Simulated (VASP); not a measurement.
The system is GdO.

```
Gd O
1.0
     3.27503    0.00000    0.00000
    -1.63752    2.83626    0.00000
     0.00000    0.00000    3.18839
Gd O
1 1
Direct
  0.66667 0.33333 0.50000
  0.00000 0.00000 0.00000
```

| Quantity | Value |
| --- | --- |
| Program | VASP 6.6.1 |
| Task | relaxation of cell and atoms |
| Functional | PBE |
| Potentials or basis | VASP PAW PBE potentials, release 64 (Gd, O) |
| Cutoff | 600 eV |
| k mesh | 6 × 6 × 6 |
| Occupations | gaussian, width 0.1 eV |
| Spin | collinear spin, ferromagnetic start |
| Starting moments | [7.0, 0.0] μB |

At the start: pressure 4.4 GPa; volume 14.81 Å³/atom.

Q: Where does the relaxation end?

A: Over 4 steps the energy falls by 8.9 meV/atom and the volume is 15.37 Å³/atom (+3.8 %); space group P-6m2 (No. 187, to 0.05 Å); moment 7.57 μB per cell.

Step by step:
| step | energy change (eV) | largest force (eV/Å) | pressure (GPa) | volume (Å³) |
| --- | --- | --- | --- | --- |
| 1 | 0.0000 | 0.0000 | 4.45 | 29.62 |
| 2 | -0.0128 | 0.0000 | -2.32 | 31.41 |
| 3 | -0.0172 | 0.0000 | -0.18 | 30.79 |
| 4 | -0.0178 | 0.0000 | -0.05 | 30.75 |

Final structure:
```cif
data_structure
_symmetry_space_group_name_H-M 'P 1'
_symmetry_Int_Tables_number 1
_cell_length_a 3.3320
_cell_length_b 3.3320
_cell_length_c 3.1977
_cell_angle_alpha 90.000
_cell_angle_beta 90.000
_cell_angle_gamma 120.000
_cell_volume 30.75
loop_
_atom_site_label
_atom_site_type_symbol
_atom_site_fract_x
_atom_site_fract_y
_atom_site_fract_z
_atom_site_occupancy
Gd1 Gd 0.66667 0.33333 0.50000 1
O1 O 0.00000 0.00000 0.00000 1
```

Caveat: the k points lie up to 0.36 Å⁻¹ apart in the final cell; a cell with one magnetic atom can't hold antiferromagnetic order, which such compounds often take; without U or exact exchange the open f shell lies at the Fermi level, which spoils levels, moments and volumes.
